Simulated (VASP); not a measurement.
# BiTe (I4/mmm) in VASP: single point with r2SCAN

Aim: the single point of BiTe with r2SCAN.

All numbers are computed with VASP 6.6.1; they aren't measurements. Logs are shortened: lines on timing, memory, paths and dates and some standing lists are left out, and cuts for length are marked.

**1. The cell of the first run**

Symmetry: I4/mmm, No. 139, tetragonal system. The conventional cell has a = 4.573 Å, b = 4.573 Å, c = 6.273 Å, α = 90.00°, β = 90.00°, γ = 90.00°. Bi (site symmetry 4/mmm) has 6 Te at 3.14 to 3.23 Å within 4.1 Å. Within 4.1 Å of Te (site symmetry 4/mmm) lie 6 Bi at 3.14 to 3.23 Å.

**2. Single point, r2SCAN (strain along c alone, the other axes held: -3.0 %)**

File POSCAR:

```
BiTe
1.0
    3.2332740914      3.2332740914      0.0000000000
   -3.2332740914      3.2332740914      0.0000000000
    0.0000000000      0.0000000000      6.2725517373
Bi Te
2 2
Direct
    0.0000000000      0.0000000000      0.0000000000
    0.5000000000      0.5000000000      0.5000000000
    0.5000000000      0.5000000000      0.0000000000
    0.0000000000      0.0000000000      0.5000000000
```

File INCAR.step1:

```
SYSTEM = BiTe
ALGO     = Normal         ! electronic algorithm
EDIFF    = 1E-4           ! SCF threshold, eV
ENCUT    = 520            ! plane-wave cutoff, eV
GGA      = PE             ! functional
ISMEAR   = 0              ! smearing method
LASPH    = .TRUE.         ! aspherical terms in the spheres
LCHARG   = .FALSE.        ! write CHGCAR
LREAL    = .FALSE.        ! projectors in reciprocal space
LWAVE    = .TRUE.         ! write WAVECAR
NBANDS   = 29             ! bands
NELM     = 100            ! most SCF steps
PREC     = Accurate       ! precision mode
SIGMA    = 0.1            ! smearing width, eV
```

File INCAR.step2:

```
SYSTEM = BiTe
ALGO     = Normal         ! electronic algorithm
EDIFF    = 1E-6           ! SCF threshold, eV
ENCUT    = 520            ! plane-wave cutoff, eV
ISIF     = 2              ! what is computed and relaxed
ISMEAR   = 0              ! smearing method
ISTART   = 1            
LASPH    = .TRUE.         ! aspherical terms in the spheres
LCHARG   = .FALSE.        ! write CHGCAR
LMIXTAU  = .TRUE.       
LREAL    = .FALSE.        ! projectors in reciprocal space
LWAVE    = .FALSE.        ! write WAVECAR
METAGGA  = R2SCAN         ! meta-GGA
NBANDS   = 29             ! bands
NELM     = 100            ! most SCF steps
PREC     = Accurate       ! precision mode
SIGMA    = 0.1            ! smearing width, eV
```

File KPOINTS:

```
k-points
0
G
  10 10 8
  0 0 0
```

Potentials or basis: VASP PAW PBE potentials, release 64 (Bi_d, Te).

Launch:

```bash
> cat potpaw_PBE.64/Bi_d/POTCAR potpaw_PBE.64/Te/POTCAR > POTCAR
> cp INCAR.step1 INCAR
> mpirun -np 1 vasp_std > vasp.out
> cp INCAR.step2 INCAR
> mpirun -np 1 vasp_std > vasp.out
```

OUTCAR:

```text
SYSTEM = BiTe
   EDIFF = 1E-6
   ENCUT = 520
   ISIF = 2
   ISMEAR = 0
   ISTART = 1
   LASPH = .TRUE.
   LREAL = .FALSE.
   METAGGA = R2SCAN
   NELM = 100
   PREC = Accurate

 ion  position               nearest neighbor table
   1  0.000  0.000  0.000-   4 3.14   4 3.14   3 3.23   3 3.23   3 3.23   3 3.23
   2  0.500  0.500  0.500-   3 3.14   3 3.14   4 3.23   4 3.23   4 3.23   4 3.23
   3  0.500  0.500  0.000-   2 3.14   2 3.14   1 3.23   1 3.23   1 3.23   1 3.23
   4  0.000  0.000  0.500-   1 3.14   1 3.14   2 3.23   2 3.23   2 3.23   2 3.23

  LATTYP: Found a simple tetragonal cell.
 ALAT       =     4.5725400709
 C/A-ratio  =     1.3717871555

  Lattice vectors:

 A1 = (   3.2332740914,   3.2332740914,   0.0000000000)
 A2 = (  -3.2332740914,   3.2332740914,   0.0000000000)
 A3 = (   0.0000000000,   0.0000000000,   6.2725517373)

Analysis of symmetry for initial positions (statically):
=====================================================================
 Subroutine PRICEL returns following result:

  LATTYP: Found a body centered tetragonal cell.
 ALAT       =     4.5725400709
 C/A-ratio  =     1.3717871555

  Lattice vectors:

 A1 = (   0.0000000000,  -3.2332740914,  -3.1362758687)
 A2 = (   0.0000000000,   3.2332740914,  -3.1362758687)
 A3 = (   3.2332740914,   0.0000000000,   3.1362758687)

   2 primitive cells build up your supercell.

 Routine SETGRP: Setting up the symmetry group for a
 simple tetragonal supercell.

 Subroutine GETGRP returns: Found 16 space group operations
 (whereof 16 operations were pure point group operations)
 out of a pool of 16 trial point group operations.

The static configuration has the point symmetry D_4h.

Analysis of symmetry for dynamics (positions and initial velocities):
=====================================================================
 Subroutine PRICEL returns following result:

  LATTYP: Found a body centered tetragonal cell.
 ALAT       =     4.5725400709
 C/A-ratio  =     1.3717871555

  Lattice vectors:

 A1 = (   0.0000000000,  -3.2332740914,  -3.1362758687)
 A2 = (   0.0000000000,   3.2332740914,  -3.1362758687)
 A3 = (   3.2332740914,   0.0000000000,   3.1362758687)

   2 primitive cells build up your supercell.

 Routine SETGRP: Setting up the symmetry group for a
 simple tetragonal supercell.

 Subroutine GETGRP returns: Found 16 space group operations
 (whereof 16 operations were pure point group operations)
 out of a pool of 16 trial point group operations.

The dynamic configuration has the point symmetry D_4h.

 Subroutine INISYM returns: Found 16 space group operations
 (whereof 16 operations are pure point group operations),
 and found     2 'primitive' translations

----------------------------------------------------------------------------------------

                                     Primitive cell

  volume of cell :      65.5736

  direct lattice vectors                    reciprocal lattice vectors
     0.000000000 -3.233274091 -3.136275869     0.154642009 -0.154642009 -0.159424751
     0.000000000  3.233274091 -3.136275869     0.154642009  0.154642009 -0.159424751
     3.233274091  0.000000000  3.136275869     0.309284017  0.000000000  0.000000000

  length of vectors
     4.504474184  4.504474184  4.504474184     0.270637309  0.270637309  0.309284017

  position of ions in fractional coordinates (direct lattice)
     0.000000000  0.000000000  0.000000000
     0.500000000  0.500000000  0.000000000

  ion indices of the primitive-cell ions
   primitive index   ion index
                 1           1
                 2           4

----------------------------------------------------------------------------------------

 KPOINTS: k-points

Automatic generation of k-mesh.
 Grid dimensions read from file:
 generate k-points for:   10   10    8

 Generating k-lattice:

  Cartesian coordinates                     Fractional coordinates (reciprocal lattice)
     0.015464201  0.015464201  0.000000000     0.100000000  0.000000000  0.000000000
    -0.015464201  0.015464201  0.000000000     0.000000000  0.100000000  0.000000000
     0.000000000  0.000000000  0.019928094     0.000000000  0.000000000  0.125000000

  Length of vectors
     0.021869683  0.021869683  0.019928094

  Shift w.r.t. Gamma in fractional coordinates (k-lattice)
     0.000000000  0.000000000  0.000000000

 Subroutine IBZKPT returns following result:
 ===========================================

 Found    105 irreducible k-points:

 Following reciprocal coordinates:
            Coordinates               Weight
  0.000000  0.000000  0.000000      1.000000
  0.100000  0.000000  0.000000      4.000000
  0.200000  0.000000  0.000000      4.000000
  0.300000  0.000000  0.000000      4.000000
  0.400000  0.000000  0.000000      4.000000
  0.500000  0.000000  0.000000      2.000000
[... 16 lines left out ...]
  0.100000  0.000000  0.125000      8.000000
  0.200000  0.000000  0.125000      8.000000
 [... further k-points ...]
   k-points           NKPTS =    105   k-points in BZ     NKDIM =    105   number of bands    NBANDS=     29
   number of dos      NEDOS =    301   number of ions     NIONS =      4
   total plane-waves  NPLWV =  62208
   dimension x,y,z NGX =    36 NGY =   36 NGZ =   48
   dimension x,y,z NGXF=    72 NGYF=   72 NGZF=   96
   ions per type =               2   2
   NGX,Y,Z   is equivalent  to a cutoff of  13.09, 13.09, 12.72 a.u.
   NGXF,Y,Z  is equivalent  to a cutoff of  26.18, 26.18, 25.44 a.u.
 SYSTEM =  BiTe
   PREC   = accura    normal or accurate (medium, high low for compatibility)
   ISTART =      1    job   : 0-new  1-cont  2-samecut
   ICHARG =      0    charge: 1-file 2-atom 10-const
   ISPIN  =      1    spin polarized calculation?
   LNONCOLLINEAR =      F non collinear calculations
   LSORBIT =      F    spin-orbit coupling
   LASPH  =      T    aspherical Exc in radial PAW
   ENCUT  =  520.0 eV  38.22 Ry    6.18 a.u.   8.50  8.50 11.66*2*pi/ulx,y,z
   NELM   =    100;   NELMIN=  2; NELMDL=  0     # of ELM steps
   EDIFF  = 0.1E-05   stopping-criterion for ELM
   LREAL  =      F    real-space projection
   EDIFFG = 0.1E-04   stopping-criterion for IOM
   NSW    =      0    number of steps for IOM
   IBRION =     -1    ionic relax: 0-MD 1-quasi-New 2-CG
   NFREE  =      0    steps in history (QN), initial steepest desc. (CG)
   ISIF   =      2    stress and relaxation
   ISYM   =      2    0-nonsym 1-usesym 2-fastsym
   POTIM  = 0.5000    time-step for ionic-motion
   TEBEG  =    0.0;   TEEND  =   0.0 temperature during run
   PSTRESS=    0.0 pullay stress
   NELECT =      42.0000    total number of electrons
   NUPDOWN=      -1.0000    fix difference up-down
   EMIN   =  10.00;   EMAX   =-10.00  energy-range for DOS
   EFERMI =   0.00;   METHOD = LEGACY
   ISMEAR =     0;   SIGMA  =   0.10  broadening in eV -4-tet -1-fermi 0-gaus
   EFERMI_NEDOS =   21; number of points for ismear=-14 and -15
   IALGO  =     38    algorithm
   IMIX   =      4    mixing-type and parameters
     AMIX     =   0.40;   BMIX     =  1.00
     AMIX_MAG =   1.60;   BMIX_MAG =  1.00
  volume/ion in A,a.u.               =      32.79       221.26
  Fermi-wavevector in a.u.,A,eV,Ry     =   1.120052  2.116591 17.068731  1.254516
  Thomas-Fermi vector in A             =   2.256696
   LORBIT       =      0    0 simple, 1 ext, 2 COOP (PROOUT), +10 PAW based schemes
   METAGGA = R2SCAN    functional components
   LHFCALC =     F    Hartree Fock is set to
   AEXX    =    0.0000 exact exchange contribution
   IVDW    =     0    specifies the selected vdW correction
   LEPSILON=     F    determine dielectric tensor
   LRPA    =     F    only Hartree local field effects (RPA)
 non-spin polarized calculation
 Gauss-broadening in eV      SIGMA  =   0.10
  energy-cutoff  :      520.00
  volume of cell :      131.15
 maximum number of plane-waves:      3557
 NGX is ok and might be reduce to    36
   NGX = 17   NGY = 17   NGZ = 23

 number of electron      42.0000003 magnetization

 Free energy of the ion-electron system (eV)
  ---------------------------------------------------
  ext. energy  EPLUGINS =         0.00000000
  ---------------------------------------------------
  free energy    TOTEN  =      -168.01352921 eV

  energy without entropy =     -167.99755669  energy(sigma->0) =     -168.00554295

 E-fermi :   7.0075     XC(G=0): -10.1551

 val. band max:        6.9982280944   @ k =   0.3000   0.0000   0.2500
 cond. band min:       7.0107675571   @ k =   0.2000   0.2000   0.2500
 fundamental gap:      0.0125394626
 Fermi energy:         7.0074574963

 k-point     1 :       0.0000    0.0000    0.0000
  band No.  band energies     occupation
      1     -16.9545      2.00000
      2     -16.9323      2.00000
      3     -16.9180      2.00000
      4     -16.9180      2.00000
      5     -16.9102      2.00000
      6     -16.9076      2.00000
[... 21 lines left out ...]
     28      11.8733      0.00000
     29      12.1053      0.00000

 k-point     2 :       0.1000    0.0000    0.0000
  band No.  band energies     occupation
      1     -16.9536      2.00000
      2     -16.9325      2.00000
      3     -16.9179      2.00000
      4     -16.9177      2.00000
      5     -16.9106      2.00000
      6     -16.9069      2.00000
[... 21 lines left out ...]
     28      11.9351      0.00000
     29      12.3509      0.00000

 k-point     3 :       0.2000    0.0000    0.0000
  band No.  band energies     occupation
      1     -16.9510      2.00000
      2     -16.9331      2.00000
      3     -16.9175      2.00000
      4     -16.9166      2.00000
      5     -16.9117      2.00000
      6     -16.9065      2.00000
[... 21 lines left out ...]
     28      12.1208      0.00000
     29      12.3882      0.00000

 k-point     4 :       0.3000    0.0000    0.0000
  band No.  band energies     occupation
      1     -16.9474      2.00000
      2     -16.9344      2.00000
      3     -16.9167      2.00000
      4     -16.9151      2.00000
      5     -16.9129      2.00000
      6     -16.9091      2.00000
[... 21 lines left out ...]
     28      11.9112      0.00000
     29      12.4307      0.00000

 k-point     5 :       0.4000    0.0000    0.0000
  band No.  band energies     occupation
      1     -16.9434      2.00000
      2     -16.9366      2.00000
      3     -16.9153      2.00000
      4     -16.9136      2.00000
      5     -16.9131      2.00000
      6     -16.9116      2.00000
[... 21 lines left out ...]
     28      12.8655      0.00000
     29      13.0359      0.00000
[... 510 lines left out ...]
     28      12.3309      0.00000
     29      15.9725      0.00000

 k-point    22 :       0.0000    0.0000    0.1250
  band No.  band energies     occupation
      1     -16.9536      2.00000
      2     -16.9330      2.00000
      3     -16.9175      2.00000
      4     -16.9175      2.00000
      5     -16.9099      2.00000
      6     -16.9074      2.00000
[... 21 lines left out ...]
     28      12.0933      0.00000
     29      12.0933      0.00000

 k-point    23 :       0.1000    0.0000    0.1250
  band No.  band energies     occupation
      1     -16.9527      2.00000
      2     -16.9332      2.00000
      3     -16.9174      2.00000
      4     -16.9173      2.00000
      5     -16.9103      2.00000
      6     -16.9067      2.00000
[... 21 lines left out ...]
     28      12.1516      0.00000
     29      12.1962      0.00000

 k-point    24 :       0.2000    0.0000    0.1250
  band No.  band energies     occupation
      1     -16.9502      2.00000
      2     -16.9336      2.00000
      3     -16.9171      2.00000
      4     -16.9167      2.00000
      5     -16.9111      2.00000
      6     -16.9078      2.00000
[... 21 lines left out ...]
     28      11.8282      0.00000
     29      12.3338      0.00000

 [... further k-points ...]

------------------------ aborting loop because EDIFF is reached ----------------------------------------

  FORCE on cell =-STRESS in cart. coord.  units (eV):
  Direction    XX          YY          ZZ          XY          YZ          ZX
  --------------------------------------------------------------------------------------
  -------------------------------------------------------------------------------------
  Total        0.4946271      0.4946271      3.3318825      0.0000000     -0.0000000     -0.0000000
  in kB        6.0426739      6.0426739     40.7043635      0.0000000     -0.0000000     -0.0000000
  external PRESSURE =      17.5965705 kB  Pullay stress =       0.0000000 kB

 VOLUME and BASIS-vectors are now :
 -----------------------------------------------------------------------------
  energy-cutoff  :      520.00
  volume of cell :      131.15
      direct lattice vectors                 reciprocal lattice vectors
     3.233274091  3.233274091  0.000000000     0.154642009  0.154642009  0.000000000
    -3.233274091  3.233274091  0.000000000    -0.154642009  0.154642009  0.000000000
     0.000000000  0.000000000  6.272551737     0.000000000  0.000000000  0.159424751

 POSITION                                       TOTAL-FORCE (eV/Angst)
 -----------------------------------------------------------------------------------
      0.00000      0.00000      0.00000        -0.000000      0.000000      0.000000
      0.00000      3.23327      3.13628        -0.000000      0.000000     -0.000000
      0.00000      3.23327      0.00000         0.000000     -0.000000      0.000000
      0.00000      0.00000      3.13628         0.000000     -0.000000      0.000000
 -----------------------------------------------------------------------------------
    total drift:                               -0.000000      0.000000      0.000000

  FREE ENERGIE OF THE ION-ELECTRON SYSTEM (eV)
  ---------------------------------------------------
  free  energy   TOTEN  =      -168.0135292058 eV

  energy  without entropy=     -167.9975566853  energy(sigma->0) =     -168.00554295
```

It took 8.8 min on 1 thread of Intel Xeon 6975P-C (Granite Rapids), shared host; peak memory 0.49 GiB.

Results:

```yaml
Free_energy: -168.0135 eV
Pressure: 1.8 GPa
Band_gap_on_the_k_mesh: zero (bands 21 and 22 overlap by 3.53 eV)
```

Caveat: the cell differs from its parent crystal (strain along c alone, the other axes held: -3.0 %); the PAW data sets were made with another functional, which shifts forces and pressure a little; spin-orbit coupling is left out, which moves the levels of the heavy elements.
